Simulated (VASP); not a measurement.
# PtS2 (Cm) in VASP: single point with PBE

Aim: the single point of PtS2 with PBE.

Program: VASP 6.6.1. These are calculated values, not measurements. Logs are shortened: lines on timing, memory, paths and dates and some standing lists are left out, and cuts for length are marked.

### 1 The cell of the first run

Symmetry: Cm, No. 8, monoclinic system. The conventional cell has a = 5.641 Å, b = 3.467 Å, c = 5.232 Å, α = 90.00°, β = 95.67°, γ = 90.00°. Within 3.0 Å of Pt (site symmetry m) lie 6 S at 2.23 to 2.66 Å. S (site symmetry m) has 3 Pt at 2.23 to 2.60 Å and 3 S at 2.87 Å within 3.0 Å. S (site symmetry m) has 3 Pt at 2.64 to 2.66 Å and 10 S at 2.87 to 3.47 Å within 3.5 Å.

### 2 Single point, PBE (strained and its atoms moved)

Contents of INCAR:

```
SYSTEM = PtS2
  ALGO = Normal
  EDIFF = 1E-7
  ENCUT = 520
  GGA = PE
  ISIF = 2
  ISMEAR = 0
  LASPH = .TRUE.
  LCHARG = .TRUE.
  LELF = .TRUE.
  LREAL = .FALSE.
  LVHAR = .TRUE.
  LWAVE = .FALSE.
  NBANDS = 18
  NELM = 80
  PREC = Accurate
  SIGMA = 0.05
```

Contents of KPOINTS:

```
k-points
0
G
  12 12 8
  0 0 0
```

Contents of POSCAR:

```
PtS2
1.0
    3.4669498231      0.0000000000      0.0000000000
   -1.7334749115      2.8164234195      0.1479017365
    0.0000000000      0.2428701600      5.2262937480
Pt S
1 2
Direct
   -0.0200185370     -0.0400370740      0.0327883086
    0.3566680748      0.7133361496      0.2802632748
    0.6633504622      0.3267009244      0.6869484167
```

Potentials or basis: VASP PAW PBE potentials, release 64 (Pt, S).

The run is started by

```
$ cat potpaw_PBE.64/Pt/POTCAR potpaw_PBE.64/S/POTCAR > POTCAR
$ mpirun -np 1 vasp_std > vasp.out
```

OUTCAR:

```text
SYSTEM = PtS2
   EDIFF = 1E-7
   ENCUT = 520
   GGA = PE
   ISIF = 2
   ISMEAR = 0
   LASPH = .TRUE.
   LREAL = .FALSE.
   NELM = 80
   PREC = Accurate

 ion  position               nearest neighbor table
   1  0.980  0.960  0.033-   2 2.23   2 2.23   2 2.60   3 2.64   3 2.64   3 2.66
   2  0.357  0.713  0.280-   1 2.23   1 2.23   1 2.60
   3  0.663  0.327  0.687-   1 2.64   1 2.64   1 2.66

  LATTYP: Found a base centered monoclinic cell.
 ALAT       =     5.6406084075
 B/A-ratio  =     0.6146411119
 C/A-ratio  =     0.9275477953
 COS(beta)  =    -0.0987420823

  Lattice vectors:

 A1 = (  -1.7334749116,  -2.8164234195,  -0.1479017365)
 A2 = (   1.7334749115,  -2.8164234195,  -0.1479017365)
 A3 = (   0.0000000000,   0.2428701600,   5.2262937480)

Analysis of symmetry for initial positions (statically):
=====================================================================
 Subroutine PRICEL returns:
 Original cell was already a primitive cell.

 Routine SETGRP: Setting up the symmetry group for a
 base centered monoclinic supercell.

 Subroutine GETGRP returns: Found  2 space group operations
 (whereof  2 operations were pure point group operations)
 out of a pool of  4 trial point group operations.

The static configuration has the point symmetry C_1h.

Analysis of symmetry for dynamics (positions and initial velocities):
=====================================================================
 Subroutine PRICEL returns:
 Original cell was already a primitive cell.

 Routine SETGRP: Setting up the symmetry group for a
 base centered monoclinic supercell.

 Subroutine GETGRP returns: Found  2 space group operations
 (whereof  2 operations were pure point group operations)
 out of a pool of  4 trial point group operations.

The dynamic configuration has the point symmetry C_1h.

 Subroutine INISYM returns: Found  2 space group operations
 (whereof  2 operations are pure point group operations),
 and found     1 'primitive' translations

----------------------------------------------------------------------------------------

                                     Primitive cell

  volume of cell :      50.9071

  direct lattice vectors                    reciprocal lattice vectors
     3.466949823  0.000000000  0.000000000     0.288437979  0.177964423 -0.008270153
    -1.733474912  2.816423419  0.147901736     0.000000000  0.355928847 -0.016540306
     0.000000000  0.242870160  5.226293748     0.000000000 -0.010072625  0.191808266

  length of vectors
     3.466949823  3.310445751  5.231933892     0.339022417  0.356312960  0.192072561

  position of ions in fractional coordinates (direct lattice)
     0.979981463  0.959962926  0.032788309
     0.356668075  0.713336150  0.280263275
     0.663350462  0.326700924  0.686948417

  ion indices of the primitive-cell ions
   primitive index   ion index
                 1           1
                 2           2
                 3           3

----------------------------------------------------------------------------------------

 KPOINTS: k-points

Automatic generation of k-mesh.
 Grid dimensions read from file:
 generate k-points for:   12   12    8

 Generating k-lattice:

  Cartesian coordinates                     Fractional coordinates (reciprocal lattice)
     0.024036498  0.014830369 -0.000689179     0.083333333 -0.000000000  0.000000000
     0.000000000  0.029660737 -0.001378359     0.000000000  0.083333333  0.000000000
     0.000000000 -0.001259078  0.023976033     0.000000000 -0.000000000  0.125000000

  Length of vectors
     0.028251868  0.029692747  0.024009070

  Shift w.r.t. Gamma in fractional coordinates (k-lattice)
     0.000000000  0.000000000  0.000000000

 Subroutine IBZKPT returns following result:
 ===========================================

 Found    320 irreducible k-points:

 Following reciprocal coordinates:
            Coordinates               Weight
  0.000000  0.000000  0.000000      1.000000
  0.083333  0.000000 -0.000000      4.000000
  0.166667 -0.000000  0.000000      4.000000
  0.250000  0.000000  0.000000      4.000000
  0.333333 -0.000000  0.000000      4.000000
  0.416667 -0.000000  0.000000      4.000000
[... 16 lines left out ...]
  0.333333  0.166667  0.000000      4.000000
  0.416667  0.166667 -0.000000      4.000000
 [... further k-points ...]
   k-points           NKPTS =    320   k-points in BZ     NKDIM =    320   number of bands    NBANDS=     18
   number of dos      NEDOS =    301   number of ions     NIONS =      3
   total plane-waves  NPLWV =  31360
   dimension x,y,z NGX =    28 NGY =   28 NGZ =   40
   dimension x,y,z NGXF=    56 NGYF=   56 NGZF=   80
   ions per type =               1   2
   NGX,Y,Z   is equivalent  to a cutoff of  13.43, 14.06, 12.71 a.u.
   NGXF,Y,Z  is equivalent  to a cutoff of  26.85, 28.12, 25.42 a.u.
 SYSTEM =  PtS2
   PREC   = accura    normal or accurate (medium, high low for compatibility)
   ISTART =      0    job   : 0-new  1-cont  2-samecut
   ICHARG =      2    charge: 1-file 2-atom 10-const
   ISPIN  =      1    spin polarized calculation?
   LNONCOLLINEAR =      F non collinear calculations
   LSORBIT =      F    spin-orbit coupling
   LASPH  =      T    aspherical Exc in radial PAW
   ENCUT  =  520.0 eV  38.22 Ry    6.18 a.u.   6.45  6.16  9.73*2*pi/ulx,y,z
   NELM   =     80;   NELMIN=  2; NELMDL= -5     # of ELM steps
   EDIFF  = 0.1E-06   stopping-criterion for ELM
   LREAL  =      F    real-space projection
   EDIFFG = 0.1E-05   stopping-criterion for IOM
   NSW    =      0    number of steps for IOM
   IBRION =     -1    ionic relax: 0-MD 1-quasi-New 2-CG
   NFREE  =      0    steps in history (QN), initial steepest desc. (CG)
   ISIF   =      2    stress and relaxation
   ISYM   =      2    0-nonsym 1-usesym 2-fastsym
   POTIM  = 0.5000    time-step for ionic-motion
   TEBEG  =    0.0;   TEEND  =   0.0 temperature during run
   PSTRESS=    0.0 pullay stress
   NELECT =      22.0000    total number of electrons
   NUPDOWN=      -1.0000    fix difference up-down
   EMIN   =  10.00;   EMAX   =-10.00  energy-range for DOS
   EFERMI =   0.00;   METHOD = LEGACY
   ISMEAR =     0;   SIGMA  =   0.05  broadening in eV -4-tet -1-fermi 0-gaus
   EFERMI_NEDOS =   21; number of points for ismear=-14 and -15
   IALGO  =     38    algorithm
   IMIX   =      4    mixing-type and parameters
     AMIX     =   0.40;   BMIX     =  1.00
     AMIX_MAG =   1.60;   BMIX_MAG =  1.00
  volume/ion in A,a.u.               =      16.97       114.51
  Fermi-wavevector in a.u.,A,eV,Ry     =   1.237722  2.338955 20.843512  1.531955
  Thomas-Fermi vector in A             =   2.372277
   LORBIT       =      0    0 simple, 1 ext, 2 COOP (PROOUT), +10 PAW based schemes
   GGA     = PE    functional components
   LHFCALC =     F    Hartree Fock is set to
   AEXX    =    0.0000 exact exchange contribution
   IVDW    =     0    specifies the selected vdW correction
   LEPSILON=     F    determine dielectric tensor
   LRPA    =     F    only Hartree local field effects (RPA)
 non-spin polarized calculation
 Gauss-broadening in eV      SIGMA  =   0.05
  energy-cutoff  :      520.00
  volume of cell :       50.91
 maximum number of plane-waves:      1404
 NGX is ok and might be reduce to    28
   NGX = 13   NGY = 13   NGZ = 19

 number of electron      22.0000000 magnetization

 Free energy of the ion-electron system (eV)
  ---------------------------------------------------
  ext. energy  EPLUGINS =         0.00000000
  ---------------------------------------------------
  free energy    TOTEN  =       -13.78744397 eV

  energy without entropy =      -13.78555228  energy(sigma->0) =      -13.78649813

 E-fermi :   7.8282     XC(G=0): -11.2626

 val. band max:        7.8235099717   @ k =   0.4167   0.2500   0.0000
 cond. band min:       7.8289496678   @ k =   0.0833   0.0833   0.3750
 fundamental gap:      0.0054396961
 Fermi energy:         7.8282295573

 k-point     1 :       0.0000    0.0000    0.0000
  band No.  band energies     occupation
      1      -7.9230      2.00000
      2      -4.7523      2.00000
      3      -0.0398      2.00000
      4       1.4782      2.00000
      5       2.7037      2.00000
      6       3.8031      2.00000
[... 10 lines left out ...]
     17      16.9296      0.00000
     18      19.0965      0.00000

 k-point     2 :       0.0833    0.0000   -0.0000
  band No.  band energies     occupation
      1      -7.8353      2.00000
      2      -4.7505      2.00000
      3       0.0780      2.00000
      4       1.5076      2.00000
      5       2.7005      2.00000
      6       3.7380      2.00000
[... 10 lines left out ...]
     17      17.0859      0.00000
     18      18.8044      0.00000

 k-point     3 :       0.1667   -0.0000    0.0000
  band No.  band energies     occupation
      1      -7.5827      2.00000
      2      -4.7451      2.00000
      3       0.4163      2.00000
      4       1.5755      2.00000
      5       2.6325      2.00000
      6       3.6051      2.00000
[... 10 lines left out ...]
     17      17.3803      0.00000
     18      17.7776      0.00000

 k-point     4 :       0.2500    0.0000    0.0000
  band No.  band energies     occupation
      1      -7.2001      2.00000
      2      -4.7363      2.00000
      3       0.8907      2.00000
      4       1.5988      2.00000
      5       2.4285      2.00000
      6       3.3794      2.00000
[... 10 lines left out ...]
     17      16.7205      0.00000
     18      17.4939      0.00000

 k-point     5 :       0.3333   -0.0000    0.0000
  band No.  band energies     occupation
      1      -6.7586      2.00000
      2      -4.7231      2.00000
      3       0.9354      2.00000
      4       1.6895      2.00000
      5       2.3737      2.00000
      6       3.1907      2.00000
[... 10 lines left out ...]
     17      17.1101      0.00000
     18      17.9843      0.00000

 k-point     6 :       0.4167   -0.0000    0.0000
  band No.  band energies     occupation
      1      -6.3821      2.00000
      2      -4.7058      2.00000
      3       0.4041      2.00000
      4       1.9580      2.00000
      5       2.4896      2.00000
      6       3.4246      2.00000
[... 10 lines left out ...]
     17      17.1033      0.00000
     18      18.5746      0.00000

 k-point     7 :       0.5000    0.0000    0.0000
  band No.  band energies     occupation
      1      -6.2293      2.00000
      2      -4.6957      2.00000
      3       0.1532      2.00000
      4       2.0457      2.00000
      5       2.5224      2.00000
      6       3.5083      2.00000
[... 10 lines left out ...]
     17      17.0808      0.00000
     18      18.7638      0.00000

 k-point     8 :       0.0000    0.0833    0.0000
  band No.  band energies     occupation
      1      -7.8325      2.00000
      2      -4.7302      2.00000
      3       0.0683      2.00000
      4       1.4770      2.00000
      5       2.6159      2.00000
      6       3.8375      2.00000
[... 10 lines left out ...]
     17      16.4956      0.00000
     18      18.7991      0.00000
[... 229 lines left out ...]
     17      17.2107      0.00000
     18      17.6220      0.00000

 k-point    20 :       0.0833    0.1667   -0.0000
  band No.  band energies     occupation
      1      -7.3302      2.00000
      2      -4.6399      2.00000
      3       0.6362      2.00000
      4       1.4571      2.00000
      5       2.2873      2.00000
      6       3.6505      2.00000
[... 10 lines left out ...]
     17      17.0201      0.00000
     18      17.1943      0.00000

 k-point    21 :       0.1667    0.1667   -0.0000
  band No.  band energies     occupation
      1      -6.9717      2.00000
      2      -4.6155      2.00000
      3       0.9467      2.00000
      4       1.4573      2.00000
      5       2.2046      2.00000
      6       3.1442      2.00000
[... 10 lines left out ...]
     17      16.5288      0.00000
     18      17.0320      0.00000

 k-point    22 :       0.2500    0.1667   -0.0000
  band No.  band energies     occupation
      1      -6.5716      2.00000
      2      -4.5936      2.00000
      3       0.8549      2.00000
      4       1.6601      2.00000
      5       2.1901      2.00000
      6       2.7280      2.00000
[... 10 lines left out ...]
     17      16.7831      0.00000
     18      17.5812      0.00000

 k-point    23 :       0.3333    0.1667    0.0000
  band No.  band energies     occupation
      1      -6.2523      2.00000
      2      -4.5715      2.00000
      3       0.4819      2.00000
      4       1.7694      2.00000
      5       2.2084      2.00000
      6       2.9581      2.00000
[... 10 lines left out ...]
     17      17.1877      0.00000
     18      18.4058      0.00000

 k-point    24 :       0.4167    0.1667   -0.0000
  band No.  band energies     occupation
      1      -6.1422      2.00000
      2      -4.5776      2.00000
      3       0.3377      2.00000
      4       1.7059      2.00000
      5       2.5005      2.00000
      6       3.1990      2.00000
[... 10 lines left out ...]
     17      17.2827      0.00000
     18      19.1380      0.00000

 [... further k-points ...]

------------------------ aborting loop because EDIFF is reached ----------------------------------------

  FORCE on cell =-STRESS in cart. coord.  units (eV):
  Direction    XX          YY          ZZ          XY          YZ          ZX
  --------------------------------------------------------------------------------------
  -------------------------------------------------------------------------------------
  Total        3.9405473      2.7356581     -2.1828054      0.0000000     -1.9735725     -0.0000000
  in kB      124.0192060     86.0982295    -68.6985246      0.0000000    -62.1134267     -0.0000000
  external PRESSURE =      47.1396370 kB  Pullay stress =       0.0000000 kB

 VOLUME and BASIS-vectors are now :
 -----------------------------------------------------------------------------
  energy-cutoff  :      520.00
  volume of cell :       50.91
      direct lattice vectors                 reciprocal lattice vectors
     3.466949823  0.000000000  0.000000000     0.288437979  0.177964423 -0.008270153
    -1.733474912  2.816423419  0.147901736     0.000000000  0.355928847 -0.016540306
     0.000000000  0.242870160  5.226293748     0.000000000 -0.010072625  0.191808266

 POSITION                                       TOTAL-FORCE (eV/Angst)
 -----------------------------------------------------------------------------------
      1.73347      2.71163      0.31334         0.000000      2.049474     -3.210510
      0.00000      2.07712      1.57024        -0.000000     -1.549525      0.938771
      1.73347      1.08697      3.63851        -0.000000     -0.499949      2.271739
 -----------------------------------------------------------------------------------
    total drift:                               -0.000000      0.000080      0.000047

  FREE ENERGIE OF THE ION-ELECTRON SYSTEM (eV)
  ---------------------------------------------------
  free  energy   TOTEN  =       -13.7874439688 eV

  energy  without entropy=      -13.7855522830  energy(sigma->0) =      -13.78649813
```

Wall time 3.2 min (1 thread of Intel Xeon Platinum 8488C (Sapphire Rapids), shared host); peak memory 0.4 GiB.

Results:

```
Free energy            : -13.7874 eV
Pressure               : 4.7 GPa
Largest force          : 3.809 eV/Å
Band gap on the k mesh : zero (bands 11 and 12 overlap by 0.48 eV)
```

Forces on the atoms (eV/Å):
```
Pt   0.000  2.049 -3.211
S    0.000 -1.550  0.939
S    0.000 -0.500  2.272
```

Caveat: the cell differs from its parent crystal (strained and its atoms moved); the stress differs along the axes, from -7 to 12 GPa; spin-orbit coupling is left out, which moves the levels of the heavy elements; forces of over 1 eV/Å act on the atoms, so gaps and moduli don't describe the material at rest.
